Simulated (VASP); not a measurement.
# Si (Fd-3m) in VASP: further runs, part 2 of 3

VASP 6.6.1. The steps go on from the part before.

### 3 Electric field gradients, LDA (volume scaled by 1.03)

Input file INCAR:

```
SYSTEM = Si
PREC     = Accurate       ! precision mode
ENCUT    = 520            ! plane-wave cutoff, eV
EDIFF    = 1E-8           ! SCF threshold, eV
ISMEAR   = -1             ! smearing method
SIGMA    = 0.08           ! smearing width, eV
LREAL    = .FALSE.        ! projectors in reciprocal space
LASPH    = .TRUE.         ! aspherical terms in the spheres
NELM     = 100            ! most SCF steps
ALGO     = Normal         ! electronic algorithm
ISIF     = 2              ! what is computed and relaxed
LWAVE    = .FALSE.        ! write WAVECAR
LCHARG   = .FALSE.        ! write CHGCAR
LEFG     = .TRUE.       
NBANDS   = 11             ! bands
```

Input file KPOINTS:

```
Automatic mesh
0
G
  11 11 11
  0 0 0
```

Input file POSCAR:

```
Si
1.0
    0.0000000000      2.7423575902      2.7423575902
    2.7423575902      0.0000000000      2.7423575902
    2.7423575902      2.7423575902      0.0000000000
Si
2
Direct
    0.5000000000      0.5000000000      0.5000000000
    0.7500000000      0.7500000000      0.7500000000
```

Potentials or basis: VASP PAW LDA potentials, release 64 (Si).

The run is started by

```console
> cat potpaw_LDA.64/Si/POTCAR > POTCAR
> mpirun -np 1 vasp_std > vasp.out
```

OUTCAR:

```text
SYSTEM = Si
   PREC = Accurate
   ENCUT = 520
   EDIFF = 1E-8
   ISMEAR = -1
   LREAL = .FALSE.
   LASPH = .TRUE.
   NELM = 100
   ISIF = 2

 ion  position               nearest neighbor table
   1  0.500  0.500  0.500-   2 2.37   2 2.37   2 2.37   2 2.37
   2  0.750  0.750  0.750-   1 2.37   1 2.37   1 2.37   1 2.37

  LATTYP: Found a face centered cubic cell.
 ALAT       =     5.4847151804

  Lattice vectors:

 A1 = (   0.0000000000,   2.7423575902,   2.7423575902)
 A2 = (   2.7423575902,   0.0000000000,   2.7423575902)
 A3 = (   2.7423575902,   2.7423575902,   0.0000000000)

Analysis of symmetry for initial positions (statically):
=====================================================================
 Subroutine PRICEL returns:
 Original cell was already a primitive cell.

 Routine SETGRP: Setting up the symmetry group for a
 face centered cubic supercell.

 Subroutine GETGRP returns: Found 48 space group operations
 (whereof 24 operations were pure point group operations)
 out of a pool of 48 trial point group operations.

The static configuration has the point symmetry T_d .
 The point group associated with its full space group is O_h .

Analysis of symmetry for dynamics (positions and initial velocities):
=====================================================================
 Subroutine PRICEL returns:
 Original cell was already a primitive cell.

 Routine SETGRP: Setting up the symmetry group for a
 face centered cubic supercell.

 Subroutine GETGRP returns: Found 48 space group operations
 (whereof 24 operations were pure point group operations)
 out of a pool of 48 trial point group operations.

The dynamic configuration has the point symmetry T_d .
 The point group associated with its full space group is O_h .

 Subroutine INISYM returns: Found 48 space group operations
 (whereof 24 operations are pure point group operations),
 and found     1 'primitive' translations

----------------------------------------------------------------------------------------

                                     Primitive cell

  volume of cell :      41.2479

  direct lattice vectors                    reciprocal lattice vectors
     0.000000000  2.742357590  2.742357590    -0.182324873  0.182324873  0.182324873
     2.742357590  0.000000000  2.742357590     0.182324873 -0.182324873  0.182324873
     2.742357590  2.742357590  0.000000000     0.182324873  0.182324873 -0.182324873

  length of vectors
     3.878279297  3.878279297  3.878279297     0.315795944  0.315795944  0.315795944

  position of ions in fractional coordinates (direct lattice)
     0.500000000  0.500000000  0.500000000
     0.750000000  0.750000000  0.750000000

  ion indices of the primitive-cell ions
   primitive index   ion index
                 1           1
                 2           2

----------------------------------------------------------------------------------------

 KPOINTS: Automatic mesh

Automatic generation of k-mesh.
 Grid dimensions read from file:
 generate k-points for:   11   11   11

[... 75 lines left out ...]
   NUPDOWN=      -1.0000    fix difference up-down
   EMIN   =  10.00;   EMAX   =-10.00  energy-range for DOS
   EFERMI =   0.00;   METHOD = LEGACY
   ISMEAR =    -1;   SIGMA  =   0.08  broadening in eV -4-tet -1-fermi 0-gaus
   EFERMI_NEDOS =   21; number of points for ismear=-14 and -15
   IALGO  =     38    algorithm
   IMIX   =      4    mixing-type and parameters
     AMIX     =   0.40;   BMIX     =  1.00
     AMIX_MAG =   1.60;   BMIX_MAG =  1.00
  volume/ion in A,a.u.               =      20.62       139.18
  Fermi-wavevector in a.u.,A,eV,Ry     =   0.947627  1.790755 12.217989  0.897997
  Thomas-Fermi vector in A             =   2.075738
   LORBIT       =      0    0 simple, 1 ext, 2 COOP (PROOUT), +10 PAW based schemes
   GGA     = CA    functional components
   LHFCALC =     F    Hartree Fock is set to
   AEXX    =    0.0000 exact exchange contribution
   IVDW    =     0    specifies the selected vdW correction
   LEPSILON=     F    determine dielectric tensor
   LRPA    =     F    only Hartree local field effects (RPA)
 non-spin polarized calculation
  energy-cutoff  :      520.00
  volume of cell :       41.25
 maximum number of plane-waves:      1131
 NGX is ok and might be reduce to    30
   NGX = 15   NGY = 15   NGZ = 15

 number of electron       8.0000001 magnetization

 Free energy of the ion-electron system (eV)
  ---------------------------------------------------
  ext. energy  EPLUGINS =         0.00000000
  ---------------------------------------------------
  free energy    TOTEN  =       -11.89635976 eV

  energy without entropy =      -11.89595020  energy(sigma->0) =      -11.89615498

 E-fermi :   5.7215     XC(G=0):  -9.4947

 val. band max:        5.4707296163   @ k =   0.0000   0.0000   0.0000
 cond. band min:       6.0140281427   @ k =   0.4545   0.4545   0.0000
 fundamental gap:      0.5432985264
 Fermi energy:         5.7215405637

 k-point     1 :       0.0000    0.0000    0.0000
  band No.  band energies     occupation
      1      -6.2865      2.00000
      2       5.4707      1.91664
      3       5.4707      1.91664
      4       5.4707      1.91664
      5       7.9815      0.00000
      6       7.9815      0.00000
      7       7.9815      0.00000
      8       8.3437      0.00000
      9      13.0236      0.00000
     10      13.1818      0.00000
     11      13.1818      0.00000
[... 309 lines left out ...]
 k-point    24 :      -0.1818    0.1818    0.0000
  band No.  band energies     occupation
      1      -5.1917      2.00000
      2       1.4194      2.00000
      3       2.8449      2.00000
      4       4.8004      1.99998
      5       8.3047      0.00000
      6       9.1343      0.00000
      7       9.3804      0.00000
      8      10.9189      0.00000
      9      11.5397      0.00000
     10      15.1723      0.00000
     11      15.7389      0.00000

 [... further k-points ...]
[... 5 lines left out ...]
  --------------------------------------------------------------------------------------
  -------------------------------------------------------------------------------------
  Total       -1.0206270     -1.0206270     -1.0206270     -0.0000000      0.0000000      0.0000000
  in kB      -39.6438085    -39.6438085    -39.6438085     -0.0000000      0.0000000      0.0000000
  external PRESSURE =     -39.6438085 kB  Pullay stress =       0.0000000 kB

 VOLUME and BASIS-vectors are now :
 -----------------------------------------------------------------------------
  energy-cutoff  :      520.00
  volume of cell :       41.25
      direct lattice vectors                 reciprocal lattice vectors
     0.000000000  2.742357590  2.742357590    -0.182324873  0.182324873  0.182324873
     2.742357590  0.000000000  2.742357590     0.182324873 -0.182324873  0.182324873
     2.742357590  2.742357590  0.000000000     0.182324873  0.182324873 -0.182324873

 POSITION                                       TOTAL-FORCE (eV/Angst)
 -----------------------------------------------------------------------------------
      2.74236      2.74236      2.74236        -0.000000      0.000000     -0.000000
      4.11354      4.11354      4.11354         0.000000     -0.000000      0.000000
 -----------------------------------------------------------------------------------
    total drift:                                0.000000     -0.000000     -0.000000

  FREE ENERGIE OF THE ION-ELECTRON SYSTEM (eV)
  ---------------------------------------------------
  free  energy   TOTEN  =       -11.8963597584 eV

  energy  without entropy=      -11.8959501966  energy(sigma->0) =      -11.89615498

 Electric field gradients (V/A^2)
---------------------------------------------------------------------
 ion       V_xx      V_yy      V_zz      V_xy      V_xz      V_yz
---------------------------------------------------------------------
   1       0.000    -0.000    -0.000     0.000     0.000     0.000
   2       0.000    -0.000    -0.000     0.000     0.000     0.000
---------------------------------------------------------------------

 Electric field gradients after diagonalization (V/A^2)
 (convention: |V_zz| > |V_xx| > |V_yy|)
----------------------------------------------------------------------
 ion       V_xx      V_yy      V_zz     asymmetry (V_yy - V_xx)/ V_zz
----------------------------------------------------------------------
   1      -0.000    -0.000     0.000       0.000
   2      -0.000    -0.000     0.000       0.000
----------------------------------------------------------------------

           NMR quadrupolar parameters

 Cq : quadrupolar parameter    Cq=e*Q*V_zz/h
 eta: asymmetry parameters     (V_yy - V_xx)/ V_zz
 Q  : nuclear electric quadrupole moment in mb (millibarn)
----------------------------------------------------------------------
 ion       Cq(MHz)       eta       Q (mb)
----------------------------------------------------------------------
   1       0.000       0.000       1.000
   2       0.000       0.000       1.000
----------------------------------------------------------------------
```

It took 13 s on 1 thread of Intel Xeon Platinum 8559C (Emerald Rapids), shared host; peak memory 0.14 GiB.

What came out:

- Free energy: -11.8964 eV
- Pressure: -4.0 GPa
- Band gap on the k mesh: 0.54 eV, indirect (least direct gap 2.49 eV)

Caveat: without QUAD_EFG the Cq values of the log hold for a quadrupole moment of 1 mb, not for the nuclei.

### 4 Electric field gradients, LDA (volume scaled by 0.96)

Input file INCAR:

```
ALGO     = Normal         # electronic algorithm
EDIFF    = 1E-8           # SCF threshold, eV
ENCUT    = 520            # plane-wave cutoff, eV
GGA      = CA             # functional
ISIF     = 2              # what is computed and relaxed
ISMEAR   = -1             # smearing method
LASPH    = True           # aspherical terms in the spheres
LCHARG   = False          # write CHGCAR
LEFG     = True         
LREAL    = False          # projectors in reciprocal space
LWAVE    = False          # write WAVECAR
NBANDS   = 11             # bands
NELM     = 60             # most SCF steps
PREC     = Accurate       # precision mode
SIGMA    = 0.08           # smearing width, eV
```

Input file KPOINTS:

```
k-points
0
Gamma
  11 11 11
```

Input file POSCAR:

```
Si
1.0
    0.0000000000      2.6787699606      2.6787699606
    2.6787699606      0.0000000000      2.6787699606
    2.6787699606      2.6787699606      0.0000000000
Si
2
Direct
    0.5000000000      0.5000000000      0.5000000000
    0.7500000000      0.7500000000      0.7500000000
```

Potentials or basis: VASP PAW LDA potentials, release 64 (Si).

The run is started by

```console
> cat potpaw_LDA.64/Si/POTCAR > POTCAR
> mpirun -np 1 vasp_std > vasp.out
```

OUTCAR:

```text
EDIFF = 1E-8
   ENCUT = 520
   GGA = CA
   ISIF = 2
   ISMEAR = -1
   LASPH = True
   LREAL = False
   NELM = 60
   PREC = Accurate

 ion  position               nearest neighbor table
   1  0.500  0.500  0.500-   2 2.32   2 2.32   2 2.32   2 2.32
   2  0.750  0.750  0.750-   1 2.32   1 2.32   1 2.32   1 2.32

  LATTYP: Found a face centered cubic cell.
 ALAT       =     5.3575399212

  Lattice vectors:

 A1 = (   0.0000000000,   2.6787699606,   2.6787699606)
 A2 = (   2.6787699606,   0.0000000000,   2.6787699606)
[... 550 lines left out ...]
  free  energy   TOTEN  =       -11.9118784012 eV

  energy  without entropy=      -11.9111732645  energy(sigma->0) =      -11.91152583

 Electric field gradients (V/A^2)
---------------------------------------------------------------------
 ion       V_xx      V_yy      V_zz      V_xy      V_xz      V_yz
---------------------------------------------------------------------
   1       0.000     0.000     0.000    -0.000    -0.000    -0.000
   2      -0.000     0.000     0.000    -0.000    -0.000    -0.000
---------------------------------------------------------------------

 Electric field gradients after diagonalization (V/A^2)
 (convention: |V_zz| > |V_xx| > |V_yy|)
----------------------------------------------------------------------
 ion       V_xx      V_yy      V_zz     asymmetry (V_yy - V_xx)/ V_zz
----------------------------------------------------------------------
   1       0.000     0.000    -0.000       0.000
   2       0.000     0.000    -0.000       0.000
----------------------------------------------------------------------

           NMR quadrupolar parameters

 Cq : quadrupolar parameter    Cq=e*Q*V_zz/h
 eta: asymmetry parameters     (V_yy - V_xx)/ V_zz
 Q  : nuclear electric quadrupole moment in mb (millibarn)
----------------------------------------------------------------------
 ion       Cq(MHz)       eta       Q (mb)
----------------------------------------------------------------------
   1      -0.000       0.000       1.000
   2      -0.000       0.000       1.000
----------------------------------------------------------------------
```

It took 11 s on 1 thread of AMD EPYC 9R14 (Zen 4), shared host; peak memory 0.11 GiB.

Results:

| Quantity | Value |
| --- | --- |
| Free energy | -11.9119 eV |
| Pressure | 2.6 GPa |
| Band gap on the k mesh | 0.42 eV, indirect (least direct gap 2.54 eV) |

Caveat: without QUAD_EFG the Cq values of the log hold for a quadrupole moment of 1 mb, not for the nuclei.

### 5 Electric field gradients, LDA (volume scaled by 0.96)

Input file INCAR:

```
SYSTEM = Si
ALGO = Normal
EDIFF = 1E-8
ENCUT = 520
GGA = CA
ISIF = 2
ISMEAR = -1
LASPH = .TRUE.
LCHARG = .FALSE.
LEFG = .TRUE.
LREAL = .FALSE.
LWAVE = .FALSE.
NBANDS = 11
NELM = 80
PREC = Accurate
SIGMA = 0.08
```

Input file KPOINTS:

```
k-points
0
G
  11 11 11
  0 0 0
```

POSCAR is that of step 4.

Potentials or basis: VASP PAW LDA potentials, release 64 (Si).

The run is started by

```console
> cat potpaw_LDA.64/Si/POTCAR > POTCAR
> mpirun -np 1 vasp_std > vasp.out
```

OUTCAR:

```text
SYSTEM = Si
   EDIFF = 1E-8
   ENCUT = 520
   GGA = CA
   ISIF = 2
   ISMEAR = -1
   LASPH = .TRUE.
   LREAL = .FALSE.
   NELM = 80
   PREC = Accurate

 ion  position               nearest neighbor table
   1  0.500  0.500  0.500-   2 2.32   2 2.32   2 2.32   2 2.32
   2  0.750  0.750  0.750-   1 2.32   1 2.32   1 2.32   1 2.32

  LATTYP: Found a face centered cubic cell.
 ALAT       =     5.3575399212

  Lattice vectors:

 A1 = (   0.0000000000,   2.6787699606,   2.6787699606)
 A2 = (   2.6787699606,   0.0000000000,   2.6787699606)
 A3 = (   2.6787699606,   2.6787699606,   0.0000000000)

Analysis of symmetry for initial positions (statically):
=====================================================================
 Subroutine PRICEL returns:
 Original cell was already a primitive cell.

 Routine SETGRP: Setting up the symmetry group for a
 face centered cubic supercell.

 Subroutine GETGRP returns: Found 48 space group operations
[... 524 lines left out ...]
  volume of cell :       38.44
      direct lattice vectors                 reciprocal lattice vectors
     0.000000000  2.678769961  2.678769961    -0.186652832  0.186652832  0.186652832
     2.678769961  0.000000000  2.678769961     0.186652832 -0.186652832  0.186652832
     2.678769961  2.678769961  0.000000000     0.186652832  0.186652832 -0.186652832

 POSITION                                       TOTAL-FORCE (eV/Angst)
 -----------------------------------------------------------------------------------
      2.67877      2.67877      2.67877        -0.000000     -0.000000     -0.000000
      4.01815      4.01815      4.01815         0.000000      0.000000      0.000000
 -----------------------------------------------------------------------------------
    total drift:                                0.000000      0.000000     -0.000000

  FREE ENERGIE OF THE ION-ELECTRON SYSTEM (eV)
  ---------------------------------------------------
  free  energy   TOTEN  =       -11.9118784012 eV

  energy  without entropy=      -11.9111732645  energy(sigma->0) =      -11.91152583

 Electric field gradients (V/A^2)
---------------------------------------------------------------------
 ion       V_xx      V_yy      V_zz      V_xy      V_xz      V_yz
---------------------------------------------------------------------
   1       0.000     0.000     0.000    -0.000    -0.000    -0.000
   2      -0.000     0.000     0.000    -0.000    -0.000    -0.000
---------------------------------------------------------------------

 Electric field gradients after diagonalization (V/A^2)
 (convention: |V_zz| > |V_xx| > |V_yy|)
----------------------------------------------------------------------
 ion       V_xx      V_yy      V_zz     asymmetry (V_yy - V_xx)/ V_zz
----------------------------------------------------------------------
   1       0.000     0.000    -0.000       0.000
   2       0.000     0.000    -0.000       0.000
----------------------------------------------------------------------

           NMR quadrupolar parameters

 Cq : quadrupolar parameter    Cq=e*Q*V_zz/h
 eta: asymmetry parameters     (V_yy - V_xx)/ V_zz
 Q  : nuclear electric quadrupole moment in mb (millibarn)
----------------------------------------------------------------------
 ion       Cq(MHz)       eta       Q (mb)
----------------------------------------------------------------------
   1      -0.000       0.000       1.000
   2      -0.000       0.000       1.000
----------------------------------------------------------------------
```

OSZICAR:

```text
N       E                     dE             d eps       ncg     rms          rms(c)
DAV:   1     0.842886204499E+01    0.84289E+01   -0.32844E+03  1232   0.592E+02
DAV:   2    -0.115760627531E+02   -0.20005E+02   -0.19184E+02  1699   0.894E+01
DAV:   3    -0.121954212224E+02   -0.61936E+00   -0.61716E+00  1573   0.139E+01
DAV:   4    -0.122007079259E+02   -0.52867E-02   -0.52862E-02  1488   0.164E+00
DAV:   5    -0.122007615278E+02   -0.53602E-04   -0.53601E-04  1572   0.150E-01    0.528E+00
DAV:   6    -0.120004002168E+02    0.20036E+00   -0.12036E-01  1394   0.137E+00    0.317E+00
DAV:   7    -0.119117639540E+02    0.88636E-01   -0.20771E-01  1406   0.186E+00    0.275E-01
DAV:   8    -0.119119092748E+02   -0.14532E-03   -0.87449E-03  1424   0.512E-01    0.869E-02
DAV:   9    -0.119118735433E+02    0.35731E-04   -0.25199E-04  1521   0.834E-02    0.653E-02
DAV:  10    -0.119118785372E+02   -0.49938E-05   -0.18115E-05  1435   0.249E-02    0.320E-02
DAV:  11    -0.119118783991E+02    0.13806E-06   -0.10794E-06  1447   0.550E-03    0.219E-03
DAV:  12    -0.119118784012E+02   -0.20477E-08   -0.25260E-08  1474   0.955E-04
   1 F= -.11911878E+02 E0= -.11911526E+02  d E =-.705137E-03
```

stdout:

```text
POSCAR found type information on POSCAR Si
 POSCAR found :  1 types and       2 ions
 scaLAPACK will be used
 LDA part: xc-table for (Slater(with rela. corr.)+CA(PZ))
 , standard interpolation
 POSCAR, INCAR and KPOINTS ok, starting setup
 FFT: planning ... GRIDC
 FFT: planning ... GRID_SOFT
 FFT: planning ... GRID
 WAVECAR not read
 entering main loop
ion   1

ion   2
```

Run time: 11 s. Hardware: 1 thread of AMD EPYC 9R14 (Zen 4), shared host; peak memory 0.11 GiB.

Results:

* Free energy: -11.9119 eV
* Pressure: 2.6 GPa
* Band gap on the k mesh: 0.42 eV, indirect (least direct gap 2.54 eV)

Levels at points of the mesh, in eV from the valence-band top:
| k point | band 2 | band 3 | band 4 | band 5 | band 6 | band 7 |
| --- | --- | --- | --- | --- | --- | --- |
| (0.00, 0.00, 0.00) | 0.00 | 0.00 | 0.00 | 2.54 | 2.54 | 2.54 |

Caveat: without QUAD_EFG the Cq values of the log hold for a quadrupole moment of 1 mb, not for the nuclei.

[end of part 2 of 3]
